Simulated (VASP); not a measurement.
# Sc (Fm-3m) in VASP: notebook

Runs on Sc. Level: PBEsol. Tasks: single point, relaxation of cell and atoms.

Everything below comes from runs of VASP 6.6.1. Logs are shortened: lines on timing, memory, paths and dates and some standing lists are left out, and cuts for length are marked.

### 1 The cell of the first run

The structure is cubic, space group Fm-3m (No. 225). Conventional cell: a = 4.550 Å, b = 4.550 Å, c = 4.550 Å, α = 90.00°, β = 90.00°, γ = 90.00°. Sc (site symmetry m-3m) has 12 Sc at 3.22 Å within 4.2 Å.

This isn't the form of Sc at room conditions, which is hcp.

### 2 Single point, PBEsol

INCAR

```
  PREC = Accurate
  ENCUT = 500
  EDIFF = 1E-6
  ISMEAR = -1
  SIGMA = 0.05
  LREAL = F
  LASPH = T
  NELM = 120
  ALGO = Normal
  ISIF = 2
  LWAVE = F
  LCHARG = F
  GGA = PS
  NBANDS = 12
  GGA_COMPAT = F
```

KPOINTS

```
Automatic mesh
0
Gamma
  8 8 8
```

POSCAR

```
Sc
1.0
    0.0000000000      2.2751103781      2.2751103781
    2.2751103781      0.0000000000      2.2751103781
    2.2751103781      2.2751103781      0.0000000000
Sc
1
Direct
    0.0000000000      0.0000000000      0.0000000000
```

Potentials or basis: VASP PAW PBE potentials, release 64 (Sc_sv).

Run with:

```console
cat potpaw_PBE.64/Sc_sv/POTCAR > POTCAR
mpirun -np 1 vasp_std > vasp.out
```

OUTCAR:

```text
PREC = Accurate
   ENCUT = 500
   EDIFF = 1E-6
   ISMEAR = -1
   LREAL = F
   LASPH = T
   NELM = 120
   ISIF = 2
   GGA = PS

 ion  position               nearest neighbor table
   1  0.000  0.000  0.000-

  LATTYP: Found a face centered cubic cell.
 ALAT       =     4.5502207562

  Lattice vectors:

 A1 = (   0.0000000000,   2.2751103781,   2.2751103781)
 A2 = (   2.2751103781,   0.0000000000,   2.2751103781)
 A3 = (   2.2751103781,   2.2751103781,   0.0000000000)

Analysis of symmetry for initial positions (statically):
=====================================================================
 Subroutine PRICEL returns:
 Original cell was already a primitive cell.

 Routine SETGRP: Setting up the symmetry group for a
 face centered cubic supercell.

 Subroutine GETGRP returns: Found 48 space group operations
 (whereof 48 operations were pure point group operations)
 out of a pool of 48 trial point group operations.

The static configuration has the point symmetry O_h .

Analysis of symmetry for dynamics (positions and initial velocities):
=====================================================================
 Subroutine PRICEL returns:
 Original cell was already a primitive cell.

 Routine SETGRP: Setting up the symmetry group for a
 face centered cubic supercell.

 Subroutine GETGRP returns: Found 48 space group operations
 (whereof 48 operations were pure point group operations)
 out of a pool of 48 trial point group operations.

The dynamic configuration has the point symmetry O_h .

 Subroutine INISYM returns: Found 48 space group operations
 (whereof 48 operations are pure point group operations),
 and found     1 'primitive' translations

----------------------------------------------------------------------------------------

                                     Primitive cell

  volume of cell :      23.5525

  direct lattice vectors                    reciprocal lattice vectors
     0.000000000  2.275110378  2.275110378    -0.219769557  0.219769557  0.219769557
     2.275110378  0.000000000  2.275110378     0.219769557 -0.219769557  0.219769557
     2.275110378  2.275110378  0.000000000     0.219769557  0.219769557 -0.219769557

  length of vectors
     3.217491953  3.217491953  3.217491953     0.380652039  0.380652039  0.380652039

  position of ions in fractional coordinates (direct lattice)
     0.000000000  0.000000000  0.000000000

  ion indices of the primitive-cell ions
   primitive index   ion index
                 1           1

----------------------------------------------------------------------------------------

 KPOINTS: Automatic mesh

Automatic generation of k-mesh.
 Grid dimensions read from file:
 generate k-points for:    8    8    8

 Generating k-lattice:

  Cartesian coordinates                     Fractional coordinates (reciprocal lattice)
    -0.027471195  0.027471195  0.027471195     0.125000000  0.000000000  0.000000000
     0.027471195 -0.027471195  0.027471195     0.000000000  0.125000000  0.000000000
     0.027471195  0.027471195 -0.027471195     0.000000000  0.000000000  0.125000000

  Length of vectors
     0.047581505  0.047581505  0.047581505

  Shift w.r.t. Gamma in fractional coordinates (k-lattice)
     0.000000000  0.000000000  0.000000000

 Subroutine IBZKPT returns following result:
 ===========================================

 Found     29 irreducible k-points:

 Following reciprocal coordinates:
            Coordinates               Weight
  0.000000  0.000000  0.000000      1.000000
  0.125000  0.000000  0.000000      8.000000
  0.250000  0.000000  0.000000      8.000000
  0.375000  0.000000  0.000000      8.000000
  0.500000  0.000000  0.000000      4.000000
  0.125000  0.125000  0.000000      6.000000
[... 16 lines left out ...]
  0.500000  0.250000  0.125000     48.000000
 -0.375000  0.250000  0.125000     24.000000
 [... further k-points ...]
   k-points           NKPTS =     29   k-points in BZ     NKDIM =     29   number of bands    NBANDS=     12
   number of dos      NEDOS =    301   number of ions     NIONS =      1
   total plane-waves  NPLWV =  13824
   dimension x,y,z NGX =    24 NGY =   24 NGZ =   24
   dimension x,y,z NGXF=    48 NGYF=   48 NGZF=   48
   ions per type =               1
   NGX,Y,Z   is equivalent  to a cutoff of  12.40, 12.40, 12.40 a.u.
   NGXF,Y,Z  is equivalent  to a cutoff of  24.80, 24.80, 24.80 a.u.
 SYSTEM =  unknown system
   PREC   = accura    normal or accurate (medium, high low for compatibility)
   ISTART =      0    job   : 0-new  1-cont  2-samecut
   ICHARG =      2    charge: 1-file 2-atom 10-const
   ISPIN  =      1    spin polarized calculation?
   LNONCOLLINEAR =      F non collinear calculations
   LSORBIT =      F    spin-orbit coupling
   LASPH  =      T    aspherical Exc in radial PAW
   ENCUT  =  500.0 eV  36.75 Ry    6.06 a.u.   5.87  5.87  5.87*2*pi/ulx,y,z
   NELM   =    120;   NELMIN=  2; NELMDL= -5     # of ELM steps
   EDIFF  = 0.1E-05   stopping-criterion for ELM
   LREAL  =      F    real-space projection
   EDIFFG = 0.1E-04   stopping-criterion for IOM
   NSW    =      0    number of steps for IOM
   IBRION =     -1    ionic relax: 0-MD 1-quasi-New 2-CG
   NFREE  =      0    steps in history (QN), initial steepest desc. (CG)
   ISIF   =      2    stress and relaxation
   ISYM   =      2    0-nonsym 1-usesym 2-fastsym
   POTIM  = 0.5000    time-step for ionic-motion
   TEBEG  =    0.0;   TEEND  =   0.0 temperature during run
   PSTRESS=    0.0 pullay stress
   NELECT =      11.0000    total number of electrons
   NUPDOWN=      -1.0000    fix difference up-down
   EMIN   =  10.00;   EMAX   =-10.00  energy-range for DOS
   EFERMI =   0.00;   METHOD = LEGACY
   ISMEAR =    -1;   SIGMA  =   0.05  broadening in eV -4-tet -1-fermi 0-gaus
   EFERMI_NEDOS =   21; number of points for ismear=-14 and -15
   IALGO  =     38    algorithm
   IMIX   =      4    mixing-type and parameters
     AMIX     =   0.40;   BMIX     =  1.00
     AMIX_MAG =   1.60;   BMIX_MAG =  1.00
  volume/ion in A,a.u.               =      23.55       158.94
  Fermi-wavevector in a.u.,A,eV,Ry     =   1.270164  2.400263 21.950517  1.613318
  Thomas-Fermi vector in A             =   2.403166
   LORBIT       =      0    0 simple, 1 ext, 2 COOP (PROOUT), +10 PAW based schemes
   GGA     = PS    functional components
   LHFCALC =     F    Hartree Fock is set to
   AEXX    =    0.0000 exact exchange contribution
   IVDW    =     0    specifies the selected vdW correction
   LEPSILON=     F    determine dielectric tensor
   LRPA    =     F    only Hartree local field effects (RPA)
 non-spin polarized calculation
  energy-cutoff  :      500.00
  volume of cell :       23.55
 maximum number of plane-waves:       610
   NGX = 11   NGY = 11   NGZ = 11

 number of electron      10.9999997 magnetization

 Free energy of the ion-electron system (eV)
  ---------------------------------------------------
  ext. energy  EPLUGINS =         0.00000000
  ---------------------------------------------------
  free energy    TOTEN  =        -6.56486713 eV

  energy without entropy =       -6.54798011  energy(sigma->0) =       -6.55642362

 E-fermi :   3.9229     XC(G=0): -10.1732

 val. band max:        3.8550618777   @ k =   0.3750   0.2500   0.0000
 cond. band min:       3.9284145225   @ k =  -0.2500   0.3750   0.1250
 fundamental gap:      0.0733526448
 Fermi energy:         3.9228770306

 k-point     1 :       0.0000    0.0000    0.0000
  band No.  band energies     occupation
      1     -45.1860      2.00000
      2     -23.6612      2.00000
      3     -23.6612      2.00000
      4     -23.6612      2.00000
      5      -1.3791      2.00000
      6       5.5494      0.00000
      7       5.5494      0.00000
      8       5.5494      0.00000
      9       7.0200      0.00000
     10       7.0200      0.00000
     11      16.6779      0.00000
     12      20.2236      0.00000

 k-point     2 :       0.1250    0.0000    0.0000
  band No.  band energies     occupation
      1     -45.1753      2.00000
      2     -23.7320      2.00000
      3     -23.6702      2.00000
      4     -23.6702      2.00000
      5      -0.9716      2.00000
      6       5.2564      0.00000
      7       5.6872      0.00000
      8       5.6872      0.00000
      9       6.9325      0.00000
     10       6.9325      0.00000
     11      16.9318      0.00000
     12      18.0168      0.00000

 k-point     3 :       0.2500    0.0000    0.0000
  band No.  band energies     occupation
      1     -45.1493      2.00000
      2     -23.8999      2.00000
      3     -23.6918      2.00000
      4     -23.6918      2.00000
      5       0.1262      2.00000
      6       4.6638      0.00000
      7       5.7656      0.00000
      8       5.7656      0.00000
      9       7.0689      0.00000
     10       7.0689      0.00000
     11      14.7236      0.00000
     12      17.3302      0.00000
[... 286 lines left out ...]
 k-point    23 :       0.5000    0.2500    0.1250
  band No.  band energies     occupation
      1     -45.1089      2.00000
      2     -24.0270      2.00000
      3     -23.8283      2.00000
      4     -23.7464      2.00000
      5       2.2445      2.00000
      6       3.9607      0.63889
      7       4.7508      0.00000
      8       6.2616      0.00000
      9       7.3951      0.00000
     10       8.5944      0.00000
     11      12.4358      0.00000
     12      15.0729      0.00000

 k-point    24 :      -0.3750    0.2500    0.1250
  band No.  band energies     occupation
      1     -45.1001      2.00000
      2     -24.0642      2.00000
      3     -23.8445      2.00000
      4     -23.7607      2.00000
      5       2.9779      2.00000
      6       3.6177      1.99554
      7       4.7575      0.00000
      8       6.1243      0.00000
      9       7.8306      0.00000
     10       9.1913      0.00000
     11      10.8230      0.00000
     12      15.4091      0.00000

 [... further k-points ...]

------------------------ aborting loop because EDIFF is reached ----------------------------------------

  FORCE on cell =-STRESS in cart. coord.  units (eV):
  Direction    XX          YY          ZZ          XY          YZ          ZX
  --------------------------------------------------------------------------------------
  -------------------------------------------------------------------------------------
  Total       -0.0028686     -0.0028686     -0.0028686     -0.0000000      0.0000000      0.0000000
  in kB       -0.1951359     -0.1951359     -0.1951359     -0.0000000      0.0000000      0.0000000
  external PRESSURE =      -0.1951359 kB  Pullay stress =       0.0000000 kB

 VOLUME and BASIS-vectors are now :
 -----------------------------------------------------------------------------
  energy-cutoff  :      500.00
  volume of cell :       23.55
      direct lattice vectors                 reciprocal lattice vectors
     0.000000000  2.275110378  2.275110378    -0.219769557  0.219769557  0.219769557
     2.275110378  0.000000000  2.275110378     0.219769557 -0.219769557  0.219769557
     2.275110378  2.275110378  0.000000000     0.219769557  0.219769557 -0.219769557

 POSITION                                       TOTAL-FORCE (eV/Angst)
 -----------------------------------------------------------------------------------
      0.00000      0.00000      0.00000         0.000000      0.000000      0.000000
 -----------------------------------------------------------------------------------
    total drift:                                0.000000      0.000000     -0.000000

  FREE ENERGIE OF THE ION-ELECTRON SYSTEM (eV)
  ---------------------------------------------------
  free  energy   TOTEN  =        -6.5648671285 eV

  energy  without entropy=       -6.5479801143  energy(sigma->0) =       -6.55642362
```

Wall time 9.3 s (1 thread of Intel Xeon Platinum 8375C at 2.90GHz (Ice Lake), shared host); peak memory 0.14 GiB.

Results:

| Property | Result |
| --- | --- |
| Free energy | -6.5649 eV |
| Pressure | 0.0 GPa |
| Band gap on the k mesh | zero (an odd number of electrons rules out a gap without spin polarisation) |

Caveat: the PAW data sets were made with another functional, which shifts forces and pressure a little.

### 3 Relaxation of cell and atoms, PBEsol

This run uses another cell than the first one, of 24.97 Å³/atom.

INCAR

```
SYSTEM = Sc
PREC = Accurate ; ENCUT = 500
EDIFF = 1E-7 ; ISMEAR = -1
SIGMA = 0.05 ; LREAL = .FALSE.
LASPH = .TRUE. ; NELM = 120
ALGO = Normal ; ISIF = 3
LWAVE = .FALSE. ; LCHARG = .FALSE.
GGA = PS ; IBRION = 2
NSW = 80 ; EDIFFG = -0.03
GGA_COMPAT = .FALSE. ; NELMIN = 4
```

KPOINTS

```
Automatic mesh
0
G
  8 8 8
  0 0 0
```

POSCAR

```
Sc
1.0
    0.0000000000      2.3200000000      2.3200000000
    2.3200000000      0.0000000000      2.3200000000
    2.3200000000      2.3200000000      0.0000000000
Sc
1
Direct
    0.0000000000      0.0000000000      0.0000000000
```

Potentials or basis: VASP PAW PBE potentials, release 64 (Sc_sv).

Run with:

```console
cat potpaw_PBE.64/Sc_sv/POTCAR > POTCAR
mpirun -np 1 vasp_std > vasp.out
```

Wall time 18 s (1 thread of Intel Xeon Platinum 8375C at 2.90GHz (Ice Lake), shared host); peak memory 0.14 GiB.

The run converged. Its results:

* Free energy: -6.5656 eV
* Relaxed volume: 23.55 Å³/atom
* Relaxed cell: a = 3.217 Å, b = 3.217 Å, c = 3.217 Å, α = 60.00°, β = 60.00°, γ = 60.00°
* Space group after relaxing (to 0.1 Å): Fm-3m (No. 225)
* Energy gained by relaxing: 12.9 meV/atom
* Ionic steps: 3
* Pressure after relaxing: 0.0 GPa
* Band gap on the k mesh: zero (an odd number of electrons rules out a gap without spin polarisation)

Step by step:
```tsv
step	energy change (eV)	largest force (eV/Å)	pressure (GPa)	volume (Å³)
1	0.0000	0.0000	-2.79	24.97
2	-0.0128	0.0000	0.27	23.43
3	-0.0129	0.0000	0.00	23.55
```

Final structure:
```
CELL_PARAMETERS angstrom
0.00000 2.27507 2.27507
2.27507 0.00000 2.27507
2.27507 2.27507 0.00000
ATOMIC_POSITIONS crystal
Sc 0.00000 0.00000 0.00000
```

Levels at points of the mesh, in eV from the Fermi level:
```csv
k point,band 1,band 2,band 3,band 4,band 5,band 6,band 7,band 8,band 9
"(0.00, 0.00, 0.00)",-49.11,-27.58,-27.58,-27.58,-5.30,1.63,1.63,1.63,3.10
"(0.50, 0.00, 0.00)",-49.03,-28.05,-27.64,-27.64,-1.85,0.31,1.51,1.51,4.06
"(0.50, 0.50, 0.00)",-49.01,-28.02,-27.75,-27.75,-1.64,-0.71,2.06,4.05,4.31
```

Caveat: the PAW data sets were made with another functional, which shifts forces and pressure a little.
